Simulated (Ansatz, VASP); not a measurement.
# Ti: VASP beside Ansatz

```
Ti
1.0
     2.93569    0.00000    0.00000
    -1.46784    2.54238    0.00000
     0.00000    0.00000    4.63545
Ti
2
Direct
  0.33333 0.66667 0.25000
  0.66667 0.33333 0.75000
```

Alike in both runs: functional r2SCAN; k mesh 18 × 18 × 10; occupations methfessel-paxton of order 1, width 0.1 eV; no spin polarisation.

Ansatz relaxed the structure, and its values are those at the end. VASP's run is a single point on that final structure, the one shown.

|  | VASP | Ansatz |
| --- | --- | --- |
| version | VASP 6.6.1 | Ansatz 0.2.0 |
| potentials or method | VASP PAW PBE potentials, release 64 (Ti_sv) | scalar-relativistic, plane waves, PAW |
| plane-wave cutoff (eV) | 520 | 500 |
| valence electrons in the cell | 24 | 24 |

Ansatz gave:

- gap on the k mesh at the Fermi level (eV): none
- pressure (GPa): 0.0

**Question.** What did VASP give for the same quantities?

**Answer.** gap on the k mesh at the Fermi level (eV): none; pressure (GPa): 0.4.

VASP's potentials were made for PBE, not for r2SCAN. A gap of «none» marks a metal or a gap that the smearing closes. With one functional, cell and mesh, what is left measures potentials, basis and numerics.
